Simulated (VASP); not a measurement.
# IrO2 (P4_2/mnm) in VASP: notebook

Runs on IrO2. Level: PBE. Tasks: single point.

Everything below comes from runs of VASP 6.6.1. Logs are shortened: lines on timing, memory, paths and dates and some standing lists are left out, and cuts for length are marked.

## (1) The cell of the first run

It takes space group P4_2/mnm (No. 136, tetragonal). Conventional cell: a = 4.499 Å, b = 4.499 Å, c = 3.177 Å, α = 90.00°, β = 90.00°, γ = 90.00°. Within 2.6 Å of Ir (site symmetry mmm) lie 6 O at 1.96 to 2.00 Å. O (site symmetry m2m) has 3 Ir at 1.96 to 2.00 Å and 1 O at 2.43 Å within 2.6 Å.

## (2) Single point, PBE, collinear spin (z stretched by +1 %, then relaxed in part)

The input, INCAR:

```
ALGO = Normal
EDIFF = 1E-6
ENCUT = 600
GGA = PE
GGA_COMPAT = False
ISIF = 2
ISMEAR = -1
ISPIN = 2
KPAR = 4
LASPH = True
LCHARG = True
LMAXMIX = 4
LORBIT = 11
LREAL = False
LVHAR = True
LWAVE = False
MAGMOM = 1 1 0 0 0 0
NBANDS = 34
NELM = 200
PREC = Accurate
SIGMA = 0.05
```

The input, KPOINTS:

```
k-points
0
Gamma
  10 10 15
```

The input, POSCAR:

```
IrO2
1.0
    4.4990000000      0.0000000000      0.0000000000
    0.0000000000      4.4990000000      0.0000000000
    0.0000000000      0.0000000000      3.1774600000
Ir O
2 4
Direct
    0.0000000000      0.0000000000      0.0000000000
    0.5000000000      0.5000000000      0.5000000000
    0.3087567934      0.3087567934      0.0000000000
    0.1912432066      0.8087567934      0.5000000000
    0.6912432066      0.6912432066      0.0000000000
    0.8087567934      0.1912432066      0.5000000000
```

Potentials or basis: VASP PAW PBE potentials, release 64 (Ir, O).

Started as:

```console
$ cat potpaw_PBE.64/Ir/POTCAR potpaw_PBE.64/O/POTCAR > POTCAR
$ mpirun -np 4 vasp_std > vasp.out
```

OUTCAR:

```text
EDIFF = 1E-6
   ENCUT = 600
   GGA = PE
   ISIF = 2
   ISMEAR = -1
   ISPIN = 2
   LASPH = True
   LORBIT = 11
   LREAL = False
   NELM = 200
   PREC = Accurate

 ion  position               nearest neighbor table
   1  0.000  0.000  0.000-   3 1.96   5 1.96   4 2.00   6 2.00   4 2.00   6 2.00
   2  0.500  0.500  0.500-   4 1.96   6 1.96   5 2.00   3 2.00   3 2.00   5 2.00
   3  0.309  0.309  0.000-   1 1.96   2 2.00   2 2.00
   4  0.191  0.809  0.500-   2 1.96   1 2.00   1 2.00
   5  0.691  0.691  0.000-   1 1.96   2 2.00   2 2.00
   6  0.809  0.191  0.500-   2 1.96   1 2.00   1 2.00

  LATTYP: Found a simple tetragonal cell.
 ALAT       =     4.4990000000
 C/A-ratio  =     0.7062591687

  Lattice vectors:

 A1 = (   4.4990000000,   0.0000000000,   0.0000000000)
 A2 = (   0.0000000000,   4.4990000000,   0.0000000000)
 A3 = (   0.0000000000,   0.0000000000,   3.1774600000)

Analysis of symmetry for initial positions (statically):
=====================================================================
 Subroutine PRICEL returns:
 Original cell was already a primitive cell.

 Routine SETGRP: Setting up the symmetry group for a
 simple tetragonal supercell.

 Subroutine GETGRP returns: Found 16 space group operations
 (whereof  8 operations were pure point group operations)
 out of a pool of 16 trial point group operations.

The static configuration has the point symmetry D_2h.
 The point group associated with its full space group is D_4h.

Analysis of symmetry for dynamics (positions and initial velocities):
=====================================================================
 Subroutine PRICEL returns:
 Original cell was already a primitive cell.

 Routine SETGRP: Setting up the symmetry group for a
 simple tetragonal supercell.

 Subroutine GETGRP returns: Found 16 space group operations
 (whereof  8 operations were pure point group operations)
 out of a pool of 16 trial point group operations.

The dynamic configuration has the point symmetry D_2h.
 The point group associated with its full space group is D_4h.

Analysis of structural, dynamic, and magnetic symmetry:
=====================================================================
 Subroutine PRICEL returns:
 Original cell was already a primitive cell.

 Routine SETGRP: Setting up the symmetry group for a
 simple tetragonal supercell.

 Subroutine GETGRP returns: Found 16 space group operations
 (whereof  8 operations were pure point group operations)
 out of a pool of 16 trial point group operations.

The overall configuration has the point symmetry D_2h.
 The point group associated with its full space group is D_4h.

 Subroutine INISYM returns: Found 16 space group operations
 (whereof  8 operations are pure point group operations),
 and found     1 'primitive' translations

----------------------------------------------------------------------------------------

                                     Primitive cell

  volume of cell :      64.3150

  direct lattice vectors                    reciprocal lattice vectors
     4.499000000  0.000000000  0.000000000     0.222271616  0.000000000  0.000000000
     0.000000000  4.499000000  0.000000000     0.000000000  0.222271616  0.000000000
     0.000000000  0.000000000  3.177460000     0.000000000  0.000000000  0.314716786

  length of vectors
     4.499000000  4.499000000  3.177460000     0.222271616  0.222271616  0.314716786

  position of ions in fractional coordinates (direct lattice)
     0.000000000  0.000000000  0.000000000
     0.500000000  0.500000000  0.500000000
     0.308756793  0.308756793  0.000000000
     0.191243207  0.808756793  0.500000000
     0.691243207  0.691243207  0.000000000
     0.808756793  0.191243207  0.500000000

  ion indices of the primitive-cell ions
   primitive index   ion index
                 1           1
                 2           2
[... 33 lines left out ...]
  0.000000  0.000000  0.000000      1.000000
  0.100000  0.000000  0.000000      4.000000
  0.200000  0.000000  0.000000      4.000000
  0.300000  0.000000  0.000000      4.000000
  0.400000  0.000000  0.000000      4.000000
  0.500000  0.000000  0.000000      2.000000
[... 16 lines left out ...]
  0.100000  0.000000  0.066667      8.000000
  0.200000  0.000000  0.066667      8.000000
 [... further k-points ...]
   k-points           NKPTS =    168   k-points in BZ     NKDIM =    168   number of bands    NBANDS=     34
   number of dos      NEDOS =    301   number of ions     NIONS =      6
   total plane-waves  NPLWV =  36288
   dimension x,y,z NGX =    36 NGY =   36 NGZ =   28
   dimension x,y,z NGXF=    72 NGYF=   72 NGZF=   56
   ions per type =               2   4
   NGX,Y,Z   is equivalent  to a cutoff of  13.30, 13.30, 14.65 a.u.
   NGXF,Y,Z  is equivalent  to a cutoff of  26.61, 26.61, 29.30 a.u.
 SYSTEM =  unknown system
   PREC   = accura    normal or accurate (medium, high low for compatibility)
   ISTART =      0    job   : 0-new  1-cont  2-samecut
   ICHARG =      2    charge: 1-file 2-atom 10-const
   ISPIN  =      2    spin polarized calculation?
   LNONCOLLINEAR =      F non collinear calculations
   LSORBIT =      F    spin-orbit coupling
   LASPH  =      T    aspherical Exc in radial PAW
   ENCUT  =  600.0 eV  44.10 Ry    6.64 a.u.   8.99  8.99  6.35*2*pi/ulx,y,z
   NELM   =    200;   NELMIN=  2; NELMDL= -5     # of ELM steps
   EDIFF  = 0.1E-05   stopping-criterion for ELM
   LREAL  =      F    real-space projection
   EDIFFG = 0.1E-04   stopping-criterion for IOM
   NSW    =      0    number of steps for IOM
   IBRION =     -1    ionic relax: 0-MD 1-quasi-New 2-CG
   NFREE  =      0    steps in history (QN), initial steepest desc. (CG)
   ISIF   =      2    stress and relaxation
   ISYM   =      2    0-nonsym 1-usesym 2-fastsym
   POTIM  = 0.5000    time-step for ionic-motion
   TEBEG  =    0.0;   TEEND  =   0.0 temperature during run
   PSTRESS=    0.0 pullay stress
   NELECT =      42.0000    total number of electrons
   NUPDOWN=      -1.0000    fix difference up-down
   EMIN   =  10.00;   EMAX   =-10.00  energy-range for DOS
   EFERMI =   0.00;   METHOD = LEGACY
   ISMEAR =    -1;   SIGMA  =   0.05  broadening in eV -4-tet -1-fermi 0-gaus
   EFERMI_NEDOS =   21; number of points for ismear=-14 and -15
   IALGO  =     38    algorithm
   IMIX   =      4    mixing-type and parameters
     AMIX     =   0.40;   BMIX     =  1.00
     AMIX_MAG =   1.60;   BMIX_MAG =  1.00
  volume/ion in A,a.u.               =      10.72        72.34
  Fermi-wavevector in a.u.,A,eV,Ry     =   1.420323  2.684022 27.447284  2.017318
  Thomas-Fermi vector in A             =   2.541251
   LORBIT       =     11    0 simple, 1 ext, 2 COOP (PROOUT), +10 PAW based schemes
   GGA     = PE    functional components
   LHFCALC =     F    Hartree Fock is set to
   AEXX    =    0.0000 exact exchange contribution
   IVDW    =     0    specifies the selected vdW correction
   LEPSILON=     F    determine dielectric tensor
   LRPA    =     F    only Hartree local field effects (RPA)
 spin polarized calculation
  energy-cutoff  :      600.00
  volume of cell :       64.31
 maximum number of plane-waves:      2216
 NGX is ok and might be reduce to    36
   NGX = 17   NGY = 17   NGZ = 13

 number of electron      41.9999994 magnetization      -0.0149942

 number of electron      41.9999994 magnetization       0.0005094

 Free energy of the ion-electron system (eV)
  ---------------------------------------------------
  ext. energy  EPLUGINS =         0.00000000
  ---------------------------------------------------
  free energy    TOTEN  =       -42.25815985 eV

  energy without entropy =      -42.23368472  energy(sigma->0) =      -42.24592228

 E-fermi :   6.1282     XC(G=0): -11.9828

 val. band max:        6.1181668248   @ k =   0.5000   0.5000   0.1333
 cond. band min:       6.1296845031   @ k =   0.4000   0.4000   0.0000
 fundamental gap:      0.0115176784
 Fermi energy:         6.1281588416

 spin component 1

 k-point     1 :       0.0000    0.0000    0.0000
  band No.  band energies     occupation
      1     -15.0539      1.00000
      2     -13.8603      1.00000
      3     -12.7880      1.00000
      4     -12.7880      1.00000
      5      -3.6541      1.00000
      6      -3.4193      1.00000
[... 853 lines left out ...]
     32      19.3294      0.00000
     33      20.8983      0.00000

 [... further k-points ...]

 spin component 2

 k-point     1 :       0.0000    0.0000    0.0000
  band No.  band energies     occupation
      1     -15.0539      1.00000
      2     -13.8602      1.00000
      3     -12.7880      1.00000
      4     -12.7880      1.00000
      5      -3.6540      1.00000
      6      -3.4192      1.00000
[... 853 lines left out ...]
     32      19.3295      0.00000
     33      20.8984      0.00000

 [... further k-points ...]

 [bands above 33 left out]

------------------------ aborting loop because EDIFF is reached ----------------------------------------

  FORCE on cell =-STRESS in cart. coord.  units (eV):
  Direction    XX          YY          ZZ          XY          YZ          ZX
  --------------------------------------------------------------------------------------
  -------------------------------------------------------------------------------------
  Total        2.3960844      2.3960844      2.3687574      0.0000000      0.0000000      0.0000000
  in kB       59.6898666     59.6898666     59.0091143      0.0000000      0.0000000      0.0000000
  external PRESSURE =      59.4629492 kB  Pullay stress =       0.0000000 kB

 VOLUME and BASIS-vectors are now :
 -----------------------------------------------------------------------------
  energy-cutoff  :      600.00
  volume of cell :       64.31
      direct lattice vectors                 reciprocal lattice vectors
     4.499000000  0.000000000  0.000000000     0.222271616  0.000000000  0.000000000
     0.000000000  4.499000000  0.000000000     0.000000000  0.222271616  0.000000000
     0.000000000  0.000000000  3.177460000     0.000000000  0.000000000  0.314716786

 POSITION                                       TOTAL-FORCE (eV/Angst)
 -----------------------------------------------------------------------------------
      0.00000      0.00000      0.00000         0.000000     -0.000000      0.000000
      2.24950      2.24950      1.58873         0.000000     -0.000000      0.000000
      1.38910      1.38910      0.00000        -0.000780     -0.000780      0.000000
      0.86040      3.63860      1.58873         0.000780     -0.000780      0.000000
      3.10990      3.10990      0.00000         0.000780      0.000780     -0.000000
      3.63860      0.86040      1.58873        -0.000780      0.000780     -0.000000
 -----------------------------------------------------------------------------------
    total drift:                                0.000000     -0.000000      0.000000

  FREE ENERGIE OF THE ION-ELECTRON SYSTEM (eV)
  ---------------------------------------------------
  free  energy   TOTEN  =       -42.2581598461 eV

  energy  without entropy=      -42.2336847164  energy(sigma->0) =      -42.24592228

 total charge

# of ion       s       p       d       tot
------------------------------------------
    1        0.622   0.824   6.873   8.320
    2        0.622   0.824   6.873   8.320
    3        1.551   3.456   0.000   5.007
    4        1.551   3.456   0.000   5.007
    5        1.551   3.456   0.000   5.007
    6        1.551   3.456   0.000   5.007
--------------------------------------------------
tot          7.447  15.473  13.746  36.667

 magnetization (x)

# of ion       s       p       d       tot
------------------------------------------
    1        0.000   0.000   0.000   0.000
    2        0.000   0.000   0.000   0.000
    3        0.000   0.000   0.000   0.000
    4        0.000   0.000   0.000   0.000
    5        0.000   0.000   0.000   0.000
    6        0.000   0.000   0.000   0.000
--------------------------------------------------
tot          0.000   0.000   0.000   0.000
```

Wall time 3 min (4 MPI ranks of Intel Xeon Platinum 8259CL at 2.50GHz (Skylake/Cascade Lake), shared host); peak memory 0.68 GiB.

Results:

```
Free energy                                           : -42.2582 eV
Pressure                                              : 5.9 GPa
Band gap on the k mesh                                : zero (filled and empty bands overlap)
Net moment                                            : 0.00 μB per cell
Valence electrons inside the program's atomic spheres : Ir 8.32; O 5.01
```

Levels at points of the mesh, in eV from the Fermi level:
Spin up:
| k point | band 18 | band 19 | band 20 | band 21 | band 22 | band 23 | band 24 | band 25 |
| --- | --- | --- | --- | --- | --- | --- | --- | --- |
| (0.00, 0.00, 0.00) | -2.43 | -2.34 | -2.28 | -2.17 | 0.74 | 1.22 | 4.14 | 4.14 |
| (0.50, 0.00, 0.00) | -1.63 | -1.30 | -1.30 | -0.30 | -0.30 | 3.55 | 3.55 | 3.60 |
| (0.50, 0.50, 0.00) | -2.47 | -2.39 | -2.39 | 0.19 | 0.19 | 2.48 | 2.48 | 4.12 |
Spin down:
```csv
k point,band 18,band 19,band 20,band 21,band 22,band 23,band 24,band 25
"(0.00, 0.00, 0.00)",-2.43,-2.34,-2.28,-2.17,0.74,1.22,4.14,4.14
"(0.50, 0.00, 0.00)",-1.63,-1.30,-1.30,-0.30,-0.30,3.55,3.55,3.60
"(0.50, 0.50, 0.00)",-2.47,-2.39,-2.39,0.19,0.19,2.48,2.48,4.12
```

Caveat: the cell differs from its parent crystal (z stretched by +1 %, then relaxed in part); the cell stands under pressure; spin-orbit coupling is left out, which moves the levels of the heavy elements.

## (3) Single point, PBE, collinear spin (z stretched by +2 %, then relaxed in part)

The input, INCAR:

```
SYSTEM = IrO2
ALGO = Normal
EDIFF = 1E-6
ENCUT = 600
GGA = PE
GGA_COMPAT = .FALSE.
ISIF = 2
ISMEAR = -1
ISPIN = 2
KPAR = 4
LASPH = .TRUE.
LCHARG = .FALSE.
LMAXMIX = 4
LORBIT = 11
LREAL = .FALSE.
LWAVE = .FALSE.
MAGMOM = 1 1 0 0 0 0
NBANDS = 34
NELM = 200
PREC = Accurate
SIGMA = 0.05
```

The input, KPOINTS:

```
k-points
0
G
  10 10 15
  0 0 0
```

The input, POSCAR:

```
IrO2
1.0
    4.4990000000      0.0000000000      0.0000000000
    0.0000000000      4.4990000000      0.0000000000
    0.0000000000      0.0000000000      3.2089200000
Ir O
2 4
Direct
    0.0000000000      0.0000000000      0.0000000000
    0.5000000000      0.5000000000      0.5000000000
    0.3095149569      0.3095149569      0.0000000000
    0.1904850431      0.8095149569      0.5000000000
    0.6904850431      0.6904850431      0.0000000000
    0.8095149569      0.1904850431      0.5000000000
```

Potentials or basis: VASP PAW PBE potentials, release 64 (Ir, O).

Started as:

```console
$ cat potpaw_PBE.64/Ir/POTCAR potpaw_PBE.64/O/POTCAR > POTCAR
$ mpirun -np 4 vasp_std > vasp.out
```

It took 2.2 min on 4 MPI ranks of Intel Xeon 6975P-C (Granite Rapids), shared host; peak memory 0.68 GiB.

It converged, with:

- Free energy: -42.2706 eV
- Pressure: 2.5 GPa
- Largest force: 0.005 eV/Å
- Band gap on the k mesh: zero (filled and empty bands overlap)
- Net moment: 0.00 μB per cell
- Valence electrons inside the program's atomic spheres: Ir 8.27; O 5.00

Forces in eV/Å, atoms in the order of the input:
```
Ir   0.000  0.000  0.000
Ir   0.000  0.000  0.000
O    0.004  0.004  0.000
O   -0.004  0.004  0.000
O   -0.004 -0.004  0.000
O    0.004 -0.004  0.000
```

Stress tensor (GPa, compression positive):
```
 3.92  0.00  0.00
 0.00  3.92  0.00
 0.00  0.00 -0.48
```

Levels at points of the mesh, in eV from the Fermi level:
Spin up:
```
           k point  band 19  band 20  band 21  band 22  band 23  band 24
(0.00, 0.00, 0.00)    -2.33    -2.20    -2.10     0.71     1.20     4.07
(0.50, 0.00, 0.00)    -1.30    -1.30    -0.30    -0.30     3.50     3.50
(0.50, 0.50, 0.00)    -2.37    -2.37     0.18     0.18     2.43     2.43
```
Spin down:
| k point | band 18 | band 19 | band 20 | band 21 | band 22 | band 23 | band 24 | band 25 |
| --- | --- | --- | --- | --- | --- | --- | --- | --- |
| (0.00, 0.00, 0.00) | -2.41 | -2.33 | -2.20 | -2.10 | 0.71 | 1.20 | 4.07 | 4.07 |
| (0.50, 0.00, 0.00) | -1.58 | -1.30 | -1.30 | -0.30 | -0.30 | 3.50 | 3.50 | 3.56 |
| (0.50, 0.50, 0.00) | -2.40 | -2.37 | -2.37 | 0.18 | 0.18 | 2.43 | 2.43 | 4.06 |

Caveat: the cell differs from its parent crystal (z stretched by +2 %, then relaxed in part); spin-orbit coupling is left out, which moves the levels of the heavy elements.
